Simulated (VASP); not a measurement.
SiBr6:

```xyz
7
Lattice="6.0769 0.0000 0.0000 0.0000 6.0769 0.0000 0.0000 0.0000 6.0769" Properties=species:S:1:pos:R:3 pbc="T T T"
Si    0.0000    0.0000    0.0000
Br    3.0385    3.0385    1.2154
Br    3.0385    3.0385    4.8615
Br    1.2154    3.0385    3.0385
Br    4.8615    3.0385    3.0385
Br    3.0385    1.2154    3.0385
Br    3.0385    4.8615    3.0385
```

```yaml
Program: VASP 6.6.1
Task: relaxation of cell and atoms
Functional: PBE
Potentials_or_basis: VASP PAW PBE potentials, release 64 (Si, Br)
Cutoff: 600 eV
k_mesh: 4 × 4 × 4
Occupations: gaussian, width 0.1 eV
Spin: no spin polarisation
```

At the start: pressure 21.1 GPa; volume 32.06 Å³/atom.

Task: Where does the relaxation end?

Result: Over 8 steps the energy falls by 1232.3 meV/atom and the volume is 65.77 Å³/atom (+105.2 %); space group Pm-3m (No. 221, to 0.05 Å).

The path:
| step | energy change (eV) | largest force (eV/Å) | pressure (GPa) | volume (Å³) |
| --- | --- | --- | --- | --- |
| 1 | 0.0000 | 5.4705 | 21.15 | 224.41 |
| 2 | -8.4074 | 0.9845 | 1.59 | 391.82 |
| 3 | -8.4172 | 1.0473 | 1.51 | 398.14 |
| 4 | -8.5532 | 0.5597 | -0.37 | 429.69 |
| 5 | -8.5995 | 0.1183 | 0.17 | 418.09 |
| 6 | -8.6066 | 0.1060 | 0.14 | 422.20 |
| 7 | -8.6210 | 0.0683 | 0.05 | 434.68 |
| 8 | -8.6260 | 0.0013 | -0.05 | 460.39 |

Final structure:
```yaml
crystal:
  lattice:
    - [7.72161, 0.00000, 0.00000]
    - [0.00000, 7.72161, 0.00000]
    - [0.00000, 0.00000, 7.72161]
  atoms:
    - { symbol: Si, position: [0.00000, 0.00000, 0.00000] }
    - { symbol: Br, position: [0.50000, 0.50000, 0.15383] }
    - { symbol: Br, position: [0.50000, 0.50000, 0.84617] }
    - { symbol: Br, position: [0.15383, 0.50000, 0.50000] }
    - { symbol: Br, position: [0.84617, 0.50000, 0.50000] }
    - { symbol: Br, position: [0.50000, 0.15383, 0.50000] }
    - { symbol: Br, position: [0.50000, 0.84617, 0.50000] }
```

Caveat: the volume moved by over 15 % at a fixed basis, so the end points are rough.
